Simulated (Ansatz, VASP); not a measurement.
Ni: VASP beside Ansatz

```
Ni
1.0
     0.00000    2.03809    2.03809
     2.03809    0.00000    2.03809
     2.03809    2.03809    0.00000
Ni
1
Cartesian
  0.0000 0.0000 0.0000
```

Alike in both runs: task single point; functional PBE; k mesh 8 × 8 × 8; occupations gaussian, width 0.1 eV; collinear spin.

|  | VASP | Ansatz |
| --- | --- | --- |
| version | VASP 6.6.1 | Ansatz 0.2.0 |
| potentials or method | VASP PAW PBE potentials, release 64 (Ni), cutoff 520 eV | scalar-relativistic, plane waves, PAW |
| valence electrons in the cell | 10 | 18 |

|  | VASP | Ansatz | Ansatz less VASP |
| --- | --- | --- | --- |
| gap on the k mesh at the Fermi level (eV) | none | none | - |
| net moment per atom (μB) | 0.68 | 0.68 | 0.000 |
| size of the moment on the site where the two differ most (μB) | 0.73 | 0.74 | +0.006 |

Site moments also hang on the region over which each program counts them. A gap of «none» marks a metal or a gap that the smearing closes. VASP's potentials hold 10 valence electrons a cell and Ansatz's 18, so a difference there can come from the potentials and not from the codes.
